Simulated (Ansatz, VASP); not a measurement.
# Two plane-wave programs on Mo

```
Mo
1.0
    -1.55568    1.55568    1.55568
     1.55568   -1.55568    1.55568
     1.55568    1.55568   -1.55568
Mo
1
Direct
  0.00000 0.00000 0.00000
```

Alike in both runs: functional LDA; k mesh 18 × 18 × 18; occupations gaussian, width 0.1 eV; no spin polarisation.

Ansatz relaxed the structure, and its values are those at the end. VASP's run is a single point on that final structure, the one shown.

|  | VASP | Ansatz |
| --- | --- | --- |
| version | VASP 6.6.1 | Ansatz 0.2.0 |
| potentials or method | VASP PAW LDA potentials, release 64 (Mo_sv), cutoff 520 eV | scalar-relativistic, plane waves, PAW |
| valence electrons in the cell | 14 | 14 |

Ansatz gave:

```
gap on the k mesh at the Fermi level (eV) : none
pressure (GPa)                            : 0.0
```

Question: Which values does VASP return?

Answer: gap on the k mesh at the Fermi level (eV): none; pressure (GPa): 1.2.

Ansatz warns that its potentials were made for another functional, while VASP's fit it. LDA's correlation is that of Perdew and Zunger in VASP and of Perdew and Wang (1992) in Ansatz. A gap of «none» marks a metal or a gap that the smearing closes.
